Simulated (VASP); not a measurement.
Wanted: the native input for a VASP 6.6.1 run.

| Item | Value |
| --- | --- |
| Task | single point |
| Functional | LDA |
| Potentials or basis | VASP PAW LDA potentials, release 64 (Al, N) |
| Cutoff | 600 eV |
| k mesh | 8 × 8 × 6 |
| Occupations | gaussian, width 0.01 eV |
| Spin | no spin polarisation |
| Dipole correction | no |
| Further INCAR settings | ALGO = Normal; EDIFF = 1e-06; NBANDS = 16 |

The structure of AlN lies in POSCAR:

```
AlN
1.0
    3.3121157400      0.0000000000      0.0000000000
   -1.6560578700      2.8683763700      0.0000000000
    0.0000000000      0.0000000000      4.1875630000
Al N
2 2
Direct
    0.3333333300      0.6666666700      0.7500000000
    0.6666666700      0.3333333300      0.2500000000
    0.3333333300      0.6666666700      0.2500000000
    0.6666666700      0.3333333300      0.7500000000
```

The input as run:

INCAR

```
PREC = Accurate
ENCUT = 600
EDIFF = 1E-6
ISMEAR = 0
SIGMA = 0.01
LREAL = False
LASPH = True
NELM = 120
ALGO = Normal
ISIF = 2
LWAVE = False
LCHARG = True
GGA = CA
LELF = True
LVHAR = True
NBANDS = 16
GGA_COMPAT = False
```

KPOINTS

```
Automatic mesh
0
Gamma
  8 8 6
```

Potentials or basis: VASP PAW LDA potentials, release 64 (Al, N).

Run with:

```console
$ cat potpaw_LDA.64/Al/POTCAR potpaw_LDA.64/N/POTCAR > POTCAR
$ mpirun -np 1 vasp_std > vasp.out
```

It gave:

* Pressure: -8.3 GPa
* Band gap on the k mesh: 3.28 eV, direct

Run time: 12 s on 1 thread of Intel(R) Xeon(R) 6975P-C (Granite Rapids), with other jobs on the host, peak memory 0.15 GiB.
